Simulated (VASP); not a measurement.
# Ca2Pd (P6/mmm) in VASP: a series of runs

Runs on Ca2Pd. Level: PBE. Tasks: single point.

Everything below comes from runs of VASP 6.6.1. Logs are shortened: lines on timing, memory, paths and dates and some standing lists are left out, and cuts for length are marked.

**1. The cell of the first run**

It takes space group P6/mmm (No. 191, hexagonal). Conventional cell: a = 4.138 Å, b = 4.138 Å, c = 4.468 Å, α = 90.00°, β = 90.00°, γ = 120.00°. Ca (site symmetry -6m2) has 3 Ca at 2.39 Å and 6 Pd at 3.27 Å within 3.3 Å. Pd (site symmetry 6/mmm) has 12 Ca at 3.27 Å and 8 Pd at 4.14 to 4.47 Å within 4.5 Å.

**2. Single point, PBE**

File INCAR:

```
SYSTEM = Ca2Pd
PREC     = Accurate       ! precision mode
ENCUT    = 520            ! plane-wave cutoff, eV
EDIFF    = 1E-6           ! SCF threshold, eV
ISMEAR   = 0              ! smearing method
SIGMA    = 0.1            ! smearing width, eV
LREAL    = .FALSE.        ! projectors in reciprocal space
LASPH    = .TRUE.         ! aspherical terms in the spheres
NELM     = 60             ! most SCF steps
ALGO     = Normal         ! electronic algorithm
ISIF     = 2              ! what is computed and relaxed
LWAVE    = .FALSE.        ! write WAVECAR
LCHARG   = .FALSE.        ! write CHGCAR
GGA      = PE             ! functional
NBANDS   = 22             ! bands
```

File KPOINTS:

```
Automatic mesh
0
G
  6 6 4
  0 0 0
```

File POSCAR:

```
Ca2Pd
1.0
    4.1383289095      0.0000000000      0.0000000000
   -2.0691644548      3.5838979649      0.0000000000
    0.0000000000      0.0000000000      4.4682953342
Ca Pd
2 1
Direct
    0.3333333333      0.6666666667      0.5000000000
    0.6666666667      0.3333333333      0.5000000000
    0.0000000000      0.0000000000      0.0000000000
```

Potentials or basis: VASP PAW PBE potentials, release 64 (Ca_sv, Pd).

The run is started by

```sh
$ cat potpaw_PBE.64/Ca_sv/POTCAR potpaw_PBE.64/Pd/POTCAR > POTCAR
$ mpirun -np 1 vasp_std > vasp.out
```

OUTCAR:

```text
SYSTEM = Ca2Pd
   PREC = Accurate
   ENCUT = 520
   EDIFF = 1E-6
   ISMEAR = 0
   LREAL = .FALSE.
   LASPH = .TRUE.
   NELM = 60
   ISIF = 2
   GGA = PE

 ion  position               nearest neighbor table
   1  0.333  0.667  0.500-   2 2.39   2 2.39   2 2.39   3 3.27   3 3.27   3 3.27   3 3.27   3 3.27
                             3 3.27
   2  0.667  0.333  0.500-   1 2.39   1 2.39   1 2.39   3 3.27   3 3.27   3 3.27   3 3.27   3 3.27
                             3 3.27
   3  0.000  0.000  0.000-   1 3.27   2 3.27   1 3.27   2 3.27   2 3.27   2 3.27   1 3.27   1 3.27
                             2 3.27   2 3.27   1 3.27   1 3.27

  LATTYP: Found a hexagonal cell.
 ALAT       =     4.1383289095
 C/A-ratio  =     1.0797342193

  Lattice vectors:

 A1 = (   4.1383289095,   0.0000000000,   0.0000000000)
 A2 = (  -2.0691644548,   3.5838979649,   0.0000000000)
 A3 = (   0.0000000000,   0.0000000000,   4.4682953342)

Analysis of symmetry for initial positions (statically):
=====================================================================
 Subroutine PRICEL returns:
 Original cell was already a primitive cell.

 Routine SETGRP: Setting up the symmetry group for a
 hexagonal supercell.

 Subroutine GETGRP returns: Found 24 space group operations
 (whereof 24 operations were pure point group operations)
 out of a pool of 24 trial point group operations.

The static configuration has the point symmetry D_6h.

Analysis of symmetry for dynamics (positions and initial velocities):
=====================================================================
 Subroutine PRICEL returns:
 Original cell was already a primitive cell.

 Routine SETGRP: Setting up the symmetry group for a
 hexagonal supercell.

 Subroutine GETGRP returns: Found 24 space group operations
 (whereof 24 operations were pure point group operations)
 out of a pool of 24 trial point group operations.

The dynamic configuration has the point symmetry D_6h.

 Subroutine INISYM returns: Found 24 space group operations
 (whereof 24 operations are pure point group operations),
 and found     1 'primitive' translations

----------------------------------------------------------------------------------------
[... 84 lines left out ...]
   ICHARG =      2    charge: 1-file 2-atom 10-const
   ISPIN  =      1    spin polarized calculation?
   LNONCOLLINEAR =      F non collinear calculations
   LSORBIT =      F    spin-orbit coupling
   LASPH  =      T    aspherical Exc in radial PAW
   ENCUT  =  520.0 eV  38.22 Ry    6.18 a.u.   7.69  7.69  8.31*2*pi/ulx,y,z
   NELM   =     60;   NELMIN=  2; NELMDL= -5     # of ELM steps
   EDIFF  = 0.1E-05   stopping-criterion for ELM
   LREAL  =      F    real-space projection
   EDIFFG = 0.1E-04   stopping-criterion for IOM
   NSW    =      0    number of steps for IOM
   IBRION =     -1    ionic relax: 0-MD 1-quasi-New 2-CG
   NFREE  =      0    steps in history (QN), initial steepest desc. (CG)
   ISIF   =      2    stress and relaxation
   ISYM   =      2    0-nonsym 1-usesym 2-fastsym
   POTIM  = 0.5000    time-step for ionic-motion
   TEBEG  =    0.0;   TEEND  =   0.0 temperature during run
   PSTRESS=    0.0 pullay stress
   NELECT =      30.0000    total number of electrons
   NUPDOWN=      -1.0000    fix difference up-down
   EMIN   =  10.00;   EMAX   =-10.00  energy-range for DOS
   EFERMI =   0.00;   METHOD = LEGACY
   ISMEAR =     0;   SIGMA  =   0.10  broadening in eV -4-tet -1-fermi 0-gaus
   EFERMI_NEDOS =   21; number of points for ismear=-14 and -15
   IALGO  =     38    algorithm
   IMIX   =      4    mixing-type and parameters
     AMIX     =   0.40;   BMIX     =  1.00
     AMIX_MAG =   1.60;   BMIX_MAG =  1.00
  volume/ion in A,a.u.               =      22.09       149.07
  Fermi-wavevector in a.u.,A,eV,Ry     =   1.257017  2.375417 21.498446  1.580091
  Thomas-Fermi vector in A             =   2.390696
   LORBIT       =      0    0 simple, 1 ext, 2 COOP (PROOUT), +10 PAW based schemes
   GGA     = PE    functional components
   LHFCALC =     F    Hartree Fock is set to
   AEXX    =    0.0000 exact exchange contribution
   IVDW    =     0    specifies the selected vdW correction
   LEPSILON=     F    determine dielectric tensor
   LRPA    =     F    only Hartree local field effects (RPA)
 non-spin polarized calculation
 Gauss-broadening in eV      SIGMA  =   0.10
  energy-cutoff  :      520.00
  volume of cell :       66.27
 maximum number of plane-waves:      1811
 NGX is ok and might be reduce to    32
   NGX = 15   NGY = 15   NGZ = 17

 number of electron      30.0000001 magnetization

 Free energy of the ion-electron system (eV)
  ---------------------------------------------------
  ext. energy  EPLUGINS =         0.00000000
  ---------------------------------------------------
  free energy    TOTEN  =        -5.94357140 eV

  energy without entropy =       -5.93017466  energy(sigma->0) =       -5.93687303

 E-fermi :   5.1452     XC(G=0): -10.2015

 val. band max:        5.1268634495   @ k =   0.1667   0.1667   0.2500
 cond. band min:       5.1514120707   @ k =   0.0000   0.0000   0.2500
 fundamental gap:      0.0245486212
 Fermi energy:         5.1452373762

 k-point     1 :       0.0000    0.0000    0.0000
  band No.  band energies     occupation
      1     -37.2053      2.00000
      2     -35.8742      2.00000
      3     -19.0659      2.00000
      4     -19.0659      2.00000
      5     -17.8417      2.00000
      6     -16.8956      2.00000
[... 514 lines left out ...]
     21       9.3658      0.00000
     22       9.3658      0.00000

------------------------ aborting loop because EDIFF is reached ----------------------------------------

  FORCE on cell =-STRESS in cart. coord.  units (eV):
  Direction    XX          YY          ZZ          XY          YZ          ZX
  --------------------------------------------------------------------------------------
  -------------------------------------------------------------------------------------
  Total        7.6511396      7.6511396     -6.6236242     -0.0000000      0.0000000      0.0000000
  in kB      184.9754950    184.9754950   -160.1340752     -0.0000000      0.0000000      0.0000000
  external PRESSURE =      69.9389716 kB  Pullay stress =       0.0000000 kB

 VOLUME and BASIS-vectors are now :
 -----------------------------------------------------------------------------
  energy-cutoff  :      520.00
  volume of cell :       66.27
      direct lattice vectors                 reciprocal lattice vectors
     4.138328910  0.000000000  0.000000000     0.241643432  0.139512900  0.000000000
    -2.069164455  3.583897965  0.000000000     0.000000000  0.279025801  0.000000000
     0.000000000  0.000000000  4.468295334     0.000000000  0.000000000  0.223798994

 POSITION                                       TOTAL-FORCE (eV/Angst)
 -----------------------------------------------------------------------------------
     -0.00000      2.38927      2.23415        -0.000000      0.000000      0.000000
      2.06916      1.19463      2.23415         0.000000     -0.000000      0.000000
      0.00000      0.00000      0.00000         0.000000     -0.000000      0.000000
 -----------------------------------------------------------------------------------
    total drift:                                0.000000      0.000000     -0.000000

  FREE ENERGIE OF THE ION-ELECTRON SYSTEM (eV)
  ---------------------------------------------------
  free  energy   TOTEN  =        -5.9435714034 eV

  energy  without entropy=       -5.9301746628  energy(sigma->0) =       -5.93687303
```

stdout:

```text
POSCAR found type information on POSCAR CaPd
 POSCAR found :  2 types and       3 ions
 scaLAPACK will be used
 LDA part: xc-table for (Slater+PW92), standard interpolation
 POSCAR, INCAR and KPOINTS ok, starting setup
 FFT: planning ... GRIDC
 FFT: planning ... GRID_SOFT
 FFT: planning ... GRID
 WAVECAR not read
 entering main loop
```

Run time: 67 s. Hardware: 1 thread of Oxide Virtual Turin-like, shared host; peak memory 0.16 GiB.

Results:

```
Free energy            : -5.9436 eV
Pressure               : 7.0 GPa
Band gap on the k mesh : zero (bands 15 and 16 overlap by 1.38 eV)
```

Stress tensor (GPa, compression positive):
```
 18.50   0.00   0.00
  0.00  18.50   0.00
  0.00   0.00 -16.01
```

Caveat: the cell stands under pressure.

**3. Single point, PBE**

This run uses another cell than the first one, of 24.82 Å³/atom.

File INCAR:

```
SYSTEM = Ca2Pd
  PREC = Accurate
  ENCUT = 520
  EDIFF = 1E-6
  ISMEAR = 0
  SIGMA = 0.1
  LREAL = .False.
  LASPH = .True.
  NELM = 100
  ALGO = Normal
  ISIF = 2
  LWAVE = .False.
  LCHARG = .True.
  GGA = PE
  LELF = .True.
  LVHAR = .True.
  NBANDS = 22
```

File KPOINTS:

```
regular mesh
0
Gamma
  6 6 4
  0 0 0
```

File POSCAR:

```
Ca2Pd
1.0
    5.1835823639      0.0000000000      0.0000000000
   -2.5917911820      4.4891140097      0.0000000000
    0.0000000000      0.0000000000      3.2001567846
Ca Pd
2 1
Direct
    0.3333333333      0.6666666667      0.5000000000
    0.6666666667      0.3333333333      0.5000000000
    0.0000000000      0.0000000000      0.0000000000
```

Potentials or basis: VASP PAW PBE potentials, release 64 (Ca_sv, Pd).

The run is started by

```sh
$ cat potpaw_PBE.64/Ca_sv/POTCAR potpaw_PBE.64/Pd/POTCAR > POTCAR
$ mpirun -np 1 vasp_std > vasp.out
```

Wall time 82 s (1 thread of Oxide Virtual Turin-like, shared host); peak memory 0.16 GiB.

Results (log left out):

```
Free energy            : -9.0387 eV
Pressure               : 0.3 GPa
Band gap on the k mesh : zero (bands 15 and 16 overlap by 2.58 eV)
```

Levels at points of the mesh, in eV from the Fermi level:
| k point | band 11 | band 12 | band 13 | band 14 | band 15 | band 16 | band 17 | band 18 | band 19 | band 20 |
| --- | --- | --- | --- | --- | --- | --- | --- | --- | --- | --- |
| (0.00, 0.00, 0.00) | -2.53 | -2.53 | -1.81 | -1.81 | 0.31 | 0.31 | 0.99 | 1.46 | 2.04 | 2.04 |
| (0.50, 0.00, 0.00) | -2.56 | -2.41 | -2.39 | -1.83 | -1.80 | 0.81 | 0.86 | 1.42 | 1.48 | 1.84 |
| (0.00, 0.00, 0.50) | -2.66 | -2.66 | -2.47 | -1.24 | 0.30 | 1.27 | 1.27 | 2.16 | 2.16 | 3.02 |
| (0.50, 0.00, 0.50) | -2.61 | -2.25 | -2.16 | -0.41 | 0.01 | 0.10 | 0.31 | 1.90 | 2.10 | 2.28 |

Caveat: the k points lie up to 0.49 Å⁻¹ apart, too coarse for converged energies and pressures of a metal.
